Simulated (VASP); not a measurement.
# InSb3 (R-3m) in VASP: notebook, part 2 of 2

VASP 6.6.1. The steps go on from the part before.

## Step 3: Single point, PBE

The input, INCAR:

```
SYSTEM = InSb3
PREC     = Accurate       ! precision mode
ENCUT    = 520            ! plane-wave cutoff, eV
EDIFF    = 1E-6           ! SCF threshold, eV
ISMEAR   = 0              ! smearing method
SIGMA    = 0.15           ! smearing width, eV
LREAL    = .FALSE.        ! projectors in reciprocal space
LASPH    = .TRUE.         ! aspherical terms in the spheres
NELM     = 80             ! most SCF steps
ALGO     = Normal         ! electronic algorithm
ISIF     = 2              ! what is computed and relaxed
LWAVE    = .FALSE.        ! write WAVECAR
LCHARG   = .FALSE.        ! write CHGCAR
GGA      = PE             ! functional
NBANDS   = 22             ! bands
```

The input, KPOINTS:

```
Automatic mesh
0
G
  8 8 8
  0 0 0
```

The input, POSCAR:

```
InSb3
1.0
    4.9582785820     -0.1124036941     -0.1124036941
   -0.1124036941      4.9582785820     -0.1124036941
   -0.1124036941     -0.1124036941      4.9582785820
In Sb
1 3
Direct
    0.0000000000      0.0000000000      0.0000000000
    0.5000000000      0.0000000000      0.5000000000
    0.0000000000      0.5000000000      0.5000000000
    0.5000000000      0.5000000000      0.0000000000
```

Potentials or basis: VASP PAW PBE potentials, release 64 (In_d, Sb).

The run is started by

```console
$ cat potpaw_PBE.64/In_d/POTCAR potpaw_PBE.64/Sb/POTCAR > POTCAR
$ mpirun -np 1 vasp_std > vasp.out
```

OUTCAR:

```text
SYSTEM = InSb3
   PREC = Accurate
   ENCUT = 520
   EDIFF = 1E-6
   ISMEAR = 0
   LREAL = .FALSE.
   LASPH = .TRUE.
   NELM = 80
   ISIF = 2
   GGA = PE

 ion  position               nearest neighbor table
   1  0.000  0.000  0.000-   2 3.43   3 3.43   4 3.43   3 3.43   2 3.43   4 3.43   4 3.59   2 3.59
                             2 3.59   4 3.59   3 3.59   3 3.59
   2  0.500  0.000  0.500-   1 3.43   3 3.43   4 3.43   4 3.43   1 3.43   3 3.43   4 3.59   1 3.59
                             1 3.59   3 3.59   4 3.59   3 3.59
   3  0.000  0.500  0.500-   1 3.43   2 3.43   4 3.43   1 3.43   4 3.43   2 3.43   2 3.59   1 3.59
                             2 3.59   4 3.59   4 3.59   1 3.59
   4  0.500  0.500  0.000-   1 3.43   2 3.43   3 3.43   2 3.43   3 3.43   1 3.43   2 3.59   2 3.59
                             1 3.59   3 3.59   3 3.59   1 3.59

  LATTYP: Found a trigonal (rhomboedric) cell.
 ALAT       =     4.9608261084
 COS(alpha) =    -0.0447798544

  Lattice vectors:

 A1 = (   4.9582785820,  -0.1124036941,  -0.1124036941)
 A2 = (  -0.1124036941,   4.9582785820,  -0.1124036941)
 A3 = (  -0.1124036941,  -0.1124036941,   4.9582785820)

Analysis of symmetry for initial positions (statically):
=====================================================================
 Subroutine PRICEL returns:
 Original cell was already a primitive cell.

 Routine SETGRP: Setting up the symmetry group for a
 trigonal (rhombohedral) supercell.

 Subroutine GETGRP returns: Found 12 space group operations
 (whereof 12 operations were pure point group operations)
 out of a pool of 12 trial point group operations.

The static configuration has the point symmetry D_3d.

Analysis of symmetry for dynamics (positions and initial velocities):
=====================================================================
 Subroutine PRICEL returns:
 Original cell was already a primitive cell.

 Routine SETGRP: Setting up the symmetry group for a
 trigonal (rhombohedral) supercell.

 Subroutine GETGRP returns: Found 12 space group operations
 (whereof 12 operations were pure point group operations)
 out of a pool of 12 trial point group operations.

The dynamic configuration has the point symmetry D_3d.

 Subroutine INISYM returns: Found 12 space group operations
 (whereof 12 operations are pure point group operations),
 and found     1 'primitive' translations

----------------------------------------------------------------------------------------

                                     Primitive cell

  volume of cell :     121.7062

  direct lattice vectors                    reciprocal lattice vectors
     4.958278582 -0.112403694 -0.112403694     0.201895231  0.004683111  0.004683111
    -0.112403694  4.958278582 -0.112403694     0.004683111  0.201895231  0.004683111
    -0.112403694 -0.112403694  4.958278582     0.004683111  0.004683111  0.201895231

  length of vectors
     4.960826108  4.960826108  4.960826108     0.202003830  0.202003830  0.202003830

  position of ions in fractional coordinates (direct lattice)
     0.000000000  0.000000000  0.000000000
     0.500000000  0.000000000  0.500000000
     0.000000000  0.500000000  0.500000000
     0.500000000  0.500000000  0.000000000

  ion indices of the primitive-cell ions
   primitive index   ion index
[... 22 lines left out ...]

  Shift w.r.t. Gamma in fractional coordinates (k-lattice)
     0.000000000  0.000000000  0.000000000

 Subroutine IBZKPT returns following result:
 ===========================================

 Found     65 irreducible k-points:

 Following reciprocal coordinates:
            Coordinates               Weight
  0.000000  0.000000  0.000000      1.000000
  0.125000  0.000000  0.000000      6.000000
  0.250000  0.000000  0.000000      6.000000
  0.375000  0.000000  0.000000      6.000000
  0.500000  0.000000  0.000000      3.000000
  0.125000  0.125000  0.000000      6.000000
[... 16 lines left out ...]
  0.250000  0.125000  0.125000      6.000000
  0.375000  0.125000  0.125000      6.000000
 [... further k-points ...]
   k-points           NKPTS =     65   k-points in BZ     NKDIM =     65   number of bands    NBANDS=     22
   number of dos      NEDOS =    301   number of ions     NIONS =      4
   total plane-waves  NPLWV =  64000
   dimension x,y,z NGX =    40 NGY =   40 NGZ =   40
   dimension x,y,z NGXF=    80 NGYF=   80 NGZF=   80
   ions per type =               1   3
   NGX,Y,Z   is equivalent  to a cutoff of  13.40, 13.40, 13.40 a.u.
   NGXF,Y,Z  is equivalent  to a cutoff of  26.81, 26.81, 26.81 a.u.
 SYSTEM =  InSb3
   PREC   = accura    normal or accurate (medium, high low for compatibility)
   ISTART =      0    job   : 0-new  1-cont  2-samecut
   ICHARG =      2    charge: 1-file 2-atom 10-const
   ISPIN  =      1    spin polarized calculation?
   LNONCOLLINEAR =      F non collinear calculations
   LSORBIT =      F    spin-orbit coupling
   LASPH  =      T    aspherical Exc in radial PAW
   ENCUT  =  520.0 eV  38.22 Ry    6.18 a.u.   9.22  9.22  9.22*2*pi/ulx,y,z
   NELM   =     80;   NELMIN=  2; NELMDL= -5     # of ELM steps
   EDIFF  = 0.1E-05   stopping-criterion for ELM
   LREAL  =      F    real-space projection
   EDIFFG = 0.1E-04   stopping-criterion for IOM
   NSW    =      0    number of steps for IOM
   IBRION =     -1    ionic relax: 0-MD 1-quasi-New 2-CG
   NFREE  =      0    steps in history (QN), initial steepest desc. (CG)
   ISIF   =      2    stress and relaxation
   ISYM   =      2    0-nonsym 1-usesym 2-fastsym
   POTIM  = 0.5000    time-step for ionic-motion
   TEBEG  =    0.0;   TEEND  =   0.0 temperature during run
   PSTRESS=    0.0 pullay stress
   NELECT =      28.0000    total number of electrons
   NUPDOWN=      -1.0000    fix difference up-down
   EMIN   =  10.00;   EMAX   =-10.00  energy-range for DOS
   EFERMI =   0.00;   METHOD = LEGACY
   ISMEAR =     0;   SIGMA  =   0.15  broadening in eV -4-tet -1-fermi 0-gaus
   EFERMI_NEDOS =   21; number of points for ismear=-14 and -15
   IALGO  =     38    algorithm
   IMIX   =      4    mixing-type and parameters
     AMIX     =   0.40;   BMIX     =  1.00
     AMIX_MAG =   1.60;   BMIX_MAG =  1.00
  volume/ion in A,a.u.               =      30.43       205.33
  Fermi-wavevector in a.u.,A,eV,Ry     =   1.003129  1.895638 13.691097  1.006267
  Thomas-Fermi vector in A             =   2.135661
   LORBIT       =      0    0 simple, 1 ext, 2 COOP (PROOUT), +10 PAW based schemes
   GGA     = PE    functional components
   LHFCALC =     F    Hartree Fock is set to
   AEXX    =    0.0000 exact exchange contribution
   IVDW    =     0    specifies the selected vdW correction
   LEPSILON=     F    determine dielectric tensor
   LRPA    =     F    only Hartree local field effects (RPA)
 non-spin polarized calculation
 Gauss-broadening in eV      SIGMA  =   0.15
  energy-cutoff  :      520.00
  volume of cell :      121.71
 maximum number of plane-waves:      3316
 NGX is ok and might be reduce to    40
   NGX = 19   NGY = 19   NGZ = 19

 number of electron      28.0000008 magnetization

 Free energy of the ion-electron system (eV)
  ---------------------------------------------------
  ext. energy  EPLUGINS =         0.00000000
  ---------------------------------------------------
  free energy    TOTEN  =       -14.10169271 eV

  energy without entropy =      -14.07741979  energy(sigma->0) =      -14.08955625

 E-fermi :   6.6973     XC(G=0):  -9.6563

 val. band max:        6.6735432356   @ k =   0.0000   0.0000   0.0000
 cond. band min:       6.7012155716   @ k =  -0.3750   0.5000   0.1250
 fundamental gap:      0.0276723360
 Fermi energy:         6.6973487377

 k-point     1 :       0.0000    0.0000    0.0000
  band No.  band energies     occupation
      1      -7.7179      2.00000
      2      -7.7179      2.00000
      3      -7.7100      2.00000
      4      -7.7100      2.00000
      5      -7.7024      2.00000
      6      -4.8083      2.00000
[... 589 lines left out ...]
     21      10.9615      0.00000
     22      12.5798      0.00000

 [... further k-points ...]
[... 5 lines left out ...]
  --------------------------------------------------------------------------------------
  -------------------------------------------------------------------------------------
  Total       -2.7030906     -2.7030906     -2.7030906      0.3024536      0.3024536      0.3024536
  in kB      -35.5843185    -35.5843185    -35.5843185      3.9815919      3.9815919      3.9815919
  external PRESSURE =     -35.5843185 kB  Pullay stress =       0.0000000 kB

 VOLUME and BASIS-vectors are now :
 -----------------------------------------------------------------------------
  energy-cutoff  :      520.00
  volume of cell :      121.71
      direct lattice vectors                 reciprocal lattice vectors
     4.958278582 -0.112403694 -0.112403694     0.201895231  0.004683111  0.004683111
    -0.112403694  4.958278582 -0.112403694     0.004683111  0.201895231  0.004683111
    -0.112403694 -0.112403694  4.958278582     0.004683111  0.004683111  0.201895231

 POSITION                                       TOTAL-FORCE (eV/Angst)
 -----------------------------------------------------------------------------------
      0.00000      0.00000      0.00000         0.000000      0.000000      0.000000
      2.42294     -0.11240      2.42294        -0.000000     -0.000000      0.000000
     -0.11240      2.42294      2.42294        -0.000000      0.000000      0.000000
      2.42294      2.42294     -0.11240         0.000000     -0.000000      0.000000
 -----------------------------------------------------------------------------------
    total drift:                                0.000000     -0.000000     -0.000000

  FREE ENERGIE OF THE ION-ELECTRON SYSTEM (eV)
  ---------------------------------------------------
  free  energy   TOTEN  =       -14.1016927109 eV

  energy  without entropy=      -14.0774197874  energy(sigma->0) =      -14.08955625
```

It took 2.6 min on 1 thread of AMD EPYC 7R13, shared host; peak memory 0.31 GiB.

What came out:

```yaml
Free_energy: -14.1017 eV
Pressure: -3.6 GPa
Band_gap_on_the_k_mesh: zero (bands 14 and 15 overlap by 3.75 eV)
```

Levels at points of the mesh, in eV from the Fermi level:
```
           k point  band 10  band 11  band 12  band 13  band 14  band 15  band 16  band 17  band 18  band 19
(0.00, 0.00, 0.00)    -3.87    -3.70    -3.53    -0.02     0.52     0.52     1.68     1.68     2.17     4.45
(0.50, 0.00, 0.00)    -2.75    -2.29    -1.93    -1.61    -0.87    -0.64     1.55     1.60     2.17     2.42
(0.50, 0.50, 0.00)    -2.37    -1.66    -1.48    -1.07    -1.04    -0.99    -0.24     1.31     2.71     3.36
(0.50, 0.50, 0.50)    -4.49    -4.48    -4.48    -4.28     2.75     2.75     3.25     3.51     3.51     5.80
```

Caveat: the cell stands under tension; spin-orbit coupling is left out, which moves the levels of the heavy elements.
